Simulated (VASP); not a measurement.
A run of VASP 6.6.1 is set up as follows.

Contents of INCAR:

```
PREC = Accurate
ENCUT = 520
EDIFF = 1E-6
ISMEAR = 0
SIGMA = 0.02
LREAL = F
LASPH = T
NELM = 80
ALGO = Normal
ISIF = 2
LWAVE = F
LCHARG = F
GGA = PS
NBANDS = 36
```

KPOINTS

```
regular mesh
0
Gamma
  12 12 2
```

Contents of POSCAR:

```
SiC
1.0
    3.0787629409      0.0000000029      0.0000000000
   -1.5393814730      2.6662869176      0.0000000000
    0.0000000000      0.0000000000     15.1078937525
Si C
6 6
Direct
    0.3333333333      0.6666666667      0.8329958492
    0.6666666667      0.3333333333      0.3329958492
    0.6666666667      0.3333333333      0.6665026580
    0.3333333333      0.6666666667      0.1665026580
    0.0000000000      0.0000000000      0.4997163067
    0.0000000000      0.0000000000      0.9997163067
    0.0000000000      0.0000000000      0.8743700018
    0.0000000000      0.0000000000      0.3743700018
    0.3333333333      0.6666666667      0.7080044823
    0.6666666667      0.3333333333      0.2080044823
    0.6666666667      0.3333333333      0.5415117020
    0.3333333333      0.6666666667      0.0415117020
```

Potentials or basis: VASP PAW PBE potentials, release 64 (Si, C).

The run is started by

```sh
$ cat potpaw_PBE.64/Si/POTCAR potpaw_PBE.64/C/POTCAR > POTCAR
$ mpirun -np 1 vasp_std > vasp.out
```

Q: Estimate the pressure.

A: 0.4 GPa.

Q: Predict the band gap on the k mesh.

A: 1.91 eV (least direct gap 3.02 eV).

Caveat: the PAW data sets were made with another functional, which shifts forces and pressure a little. A k mesh can miss the band edges.
